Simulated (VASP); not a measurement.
# KF (R-3m) in VASP: a series of runs, part 2 of 3

VASP 6.6.1.

## (3) Single point, LDA

This run uses another cell than the first one, of the same volume but with other edges.

Input file INCAR:

```
ALGO = Normal ; EDIFF = 1E-6
ENCUT = 520 ; ISIF = 2
ISMEAR = 0 ; LASPH = True
LCHARG = True ; LELF = True
LREAL = False ; LVHAR = True
LWAVE = False ; NBANDS = 15
NELM = 80 ; PREC = Accurate
SIGMA = 0.05
```

Input file KPOINTS:

```
k-points
0
Gamma
  8 8 8
```

Input file POSCAR:

```
KF
1.0
    0.0830552466      2.6100911473      2.6100911473
    2.6100911473      0.0830552466      2.6100911473
    2.6100911473      2.6100911473      0.0830552466
K F
1 1
Direct
    0.0000000000      0.0000000000      0.0000000000
    0.5000000000      0.5000000000      0.5000000000
```

Potentials or basis: VASP PAW LDA potentials, release 64 (K_sv, F).

The run is started by

```sh
$ cat potpaw_LDA.64/K_sv/POTCAR potpaw_LDA.64/F/POTCAR > POTCAR
$ mpirun -np 1 vasp_std > vasp.out
```

OUTCAR:

```text
EDIFF = 1E-6
   ENCUT = 520
   ISIF = 2
   ISMEAR = 0
   LASPH = True
   LREAL = False
   NELM = 80
   PREC = Accurate

 ion  position               nearest neighbor table
   1  0.000  0.000  0.000-   2 2.57   2 2.57   2 2.57   2 2.57   2 2.57   2 2.57
   2  0.500  0.500  0.500-   1 2.57   1 2.57   1 2.57   1 2.57   1 2.57   1 2.57

  LATTYP: Found a trigonal (rhomboedric) cell.
 ALAT       =     3.6921605827
 COS(alpha) =     0.5315517070

  Lattice vectors:

 A1 = (   0.0830552466,   2.6100911473,   2.6100911473)
 A2 = (   2.6100911473,   0.0830552466,   2.6100911473)
 A3 = (   2.6100911473,   2.6100911473,   0.0830552466)

Analysis of symmetry for initial positions (statically):
=====================================================================
 Subroutine PRICEL returns:
 Original cell was already a primitive cell.

 Routine SETGRP: Setting up the symmetry group for a
 trigonal (rhombohedral) supercell.

 Subroutine GETGRP returns: Found 12 space group operations
 (whereof 12 operations were pure point group operations)
 out of a pool of 12 trial point group operations.

The static configuration has the point symmetry D_3d.

Analysis of symmetry for dynamics (positions and initial velocities):
=====================================================================
 Subroutine PRICEL returns:
 Original cell was already a primitive cell.

 Routine SETGRP: Setting up the symmetry group for a
 trigonal (rhombohedral) supercell.

 Subroutine GETGRP returns: Found 12 space group operations
 (whereof 12 operations were pure point group operations)
 out of a pool of 12 trial point group operations.

The dynamic configuration has the point symmetry D_3d.

 Subroutine INISYM returns: Found 12 space group operations
 (whereof 12 operations are pure point group operations),
 and found     1 'primitive' translations

[... 122 lines left out ...]
   IVDW    =     0    specifies the selected vdW correction
   LEPSILON=     F    determine dielectric tensor
   LRPA    =     F    only Hartree local field effects (RPA)
 non-spin polarized calculation
 Gauss-broadening in eV      SIGMA  =   0.05
  energy-cutoff  :      520.00
  volume of cell :       33.87
 maximum number of plane-waves:       936
   NGX = 13   NGY = 13   NGZ = 13

 number of electron      15.9999995 magnetization

 Free energy of the ion-electron system (eV)
  ---------------------------------------------------
  ext. energy  EPLUGINS =         0.00000000
  ---------------------------------------------------
  free energy    TOTEN  =        -9.06433041 eV

  energy without entropy =       -9.06433041  energy(sigma->0) =       -9.06433041

 E-fermi :  -2.5985     XC(G=0):  -9.6911

 val. band max:       -2.8496485611   @ k =   0.0000   0.0000   0.0000
 cond. band min:       3.5620748657   @ k =   0.0000   0.0000   0.0000
 fundamental gap:      6.4117234268
 Fermi energy:        -2.5985057675

 k-point     1 :       0.0000    0.0000    0.0000
  band No.  band energies     occupation
      1     -28.2315      2.00000
      2     -21.1460      2.00000
      3     -11.6195      2.00000
      4     -11.5673      2.00000
      5     -11.5673      2.00000
      6      -2.8951      2.00000
      7      -2.8496      2.00000
      8      -2.8496      2.00000
      9       3.5621      0.00000
     10       7.5851      0.00000
     11       8.1146      0.00000
     12       8.1146      0.00000
     13       9.8702      0.00000
     14       9.8702      0.00000
[... 401 lines left out ...]
      2     -21.2666      2.00000
      3     -11.8507      2.00000
      4     -11.7151      2.00000
      5     -11.5884      2.00000
      6      -3.5758      2.00000
      7      -3.2233      2.00000
      8      -3.0514      2.00000
      9       5.8385      0.00000
     10       7.1239      0.00000
     11       9.0693      0.00000
     12       9.3038      0.00000
     13      10.9040      0.00000
     14      11.1579      0.00000
     15      16.3029      0.00000

 [... further k-points ...]

------------------------ aborting loop because EDIFF is reached ----------------------------------------

  FORCE on cell =-STRESS in cart. coord.  units (eV):
  Direction    XX          YY          ZZ          XY          YZ          ZX
  --------------------------------------------------------------------------------------
  -------------------------------------------------------------------------------------
  Total        0.1910700      0.1910700      0.1910700     -0.0976208     -0.0976208     -0.0976208
  in kB        9.0393889      9.0393889      9.0393889     -4.6183728     -4.6183728     -4.6183728
  external PRESSURE =       9.0393889 kB  Pullay stress =       0.0000000 kB

 VOLUME and BASIS-vectors are now :
 -----------------------------------------------------------------------------
  energy-cutoff  :      520.00
  volume of cell :       33.87
      direct lattice vectors                 reciprocal lattice vectors
     0.083055247  2.610091147  2.610091147    -0.200959004  0.194761532  0.194761532
     2.610091147  0.083055247  2.610091147     0.194761532 -0.200959004  0.194761532
     2.610091147  2.610091147  0.083055247     0.194761532  0.194761532 -0.200959004

 POSITION                                       TOTAL-FORCE (eV/Angst)
 -----------------------------------------------------------------------------------
      0.00000      0.00000      0.00000         0.000000     -0.000000      0.000000
      2.65162      2.65162      2.65162        -0.000000      0.000000     -0.000000
 -----------------------------------------------------------------------------------
    total drift:                                0.000000      0.000000      0.000000

  FREE ENERGIE OF THE ION-ELECTRON SYSTEM (eV)
  ---------------------------------------------------
  free  energy   TOTEN  =        -9.0643304064 eV

  energy  without entropy=       -9.0643304064  energy(sigma->0) =       -9.06433041
```

Wall time 22 s (1 thread of AMD EPYC 9R14 (Zen 4), shared host); peak memory 0.13 GiB.

What came out:

```yaml
Free_energy: -9.0643 eV
Pressure: 0.9 GPa
Band_gap_on_the_k_mesh: 6.41 eV, direct
```

A k mesh can miss the band edges. Expect the measured gap to be larger: semilocal functionals such as LDA lack the derivative discontinuity.

## (4) Single point, LDA

Input file INCAR:

```
PREC     = Accurate       # precision mode
ENCUT    = 520            # plane-wave cutoff, eV
EDIFF    = 1E-6           # SCF threshold, eV
ISMEAR   = 0              # smearing method
SIGMA    = 0.05           # smearing width, eV
LREAL    = False          # projectors in reciprocal space
LASPH    = True           # aspherical terms in the spheres
NELM     = 80             # most SCF steps
ALGO     = Normal         # electronic algorithm
ISIF     = 2              # what is computed and relaxed
LWAVE    = False          # write WAVECAR
LCHARG   = False          # write CHGCAR
GGA      = CA             # functional
NBANDS   = 15             # bands
```

Input file KPOINTS:

```
Automatic mesh
0
Gamma
  8 8 8
```

Input file POSCAR:

```
KF
1.0
   -0.0273655443      2.5542895790      2.5542895790
    2.5542895790     -0.0273655443      2.5542895790
    2.5542895790      2.5542895790     -0.0273655443
K F
1 1
Direct
    0.0000000000      0.0000000000      0.0000000000
    0.5000000000      0.5000000000      0.5000000000
```

The run is started by

```sh
$ cat potpaw_LDA.64/K_sv/POTCAR potpaw_LDA.64/F/POTCAR > POTCAR
$ mpirun -np 1 vasp_std > vasp.out
```

Run time: 22 s. Hardware: 1 thread of AMD EPYC 9R14 (Zen 4), shared host; peak memory 0.13 GiB.

It converged, with:

```
Free energy            : -9.0684 eV
Pressure               : 1.0 GPa
Band gap on the k mesh : 6.43 eV, direct
```

Stress tensor (GPa, compression positive):
```
0.96 0.13 0.13
0.13 0.96 0.13
0.13 0.13 0.96
```

Levels at points of the mesh, in eV from the valence-band top:
| k point | band 4 | band 5 | band 6 | band 7 | band 8 | band 9 | band 10 | band 11 | band 12 | band 13 |
| --- | --- | --- | --- | --- | --- | --- | --- | --- | --- | --- |
| (0.00, 0.00, 0.00) | -8.72 | -8.70 | -0.01 | -0.01 | 0.00 | 6.43 | 10.74 | 10.74 | 10.93 | 12.72 |
| (0.50, 0.00, 0.00) | -8.75 | -8.75 | -1.00 | -0.50 | -0.47 | 9.24 | 11.09 | 12.43 | 12.60 | 15.07 |
| (0.50, 0.50, 0.00) | -9.06 | -9.03 | -0.13 | -0.03 | -0.02 | 7.94 | 10.79 | 12.35 | 14.21 | 15.01 |
| (0.50, 0.50, 0.50) | -8.77 | -8.77 | -1.01 | -0.52 | -0.52 | 9.29 | 11.16 | 12.55 | 12.55 | 15.12 |

A k mesh can miss the band edges.

(Part 2 of 3 ends here.)
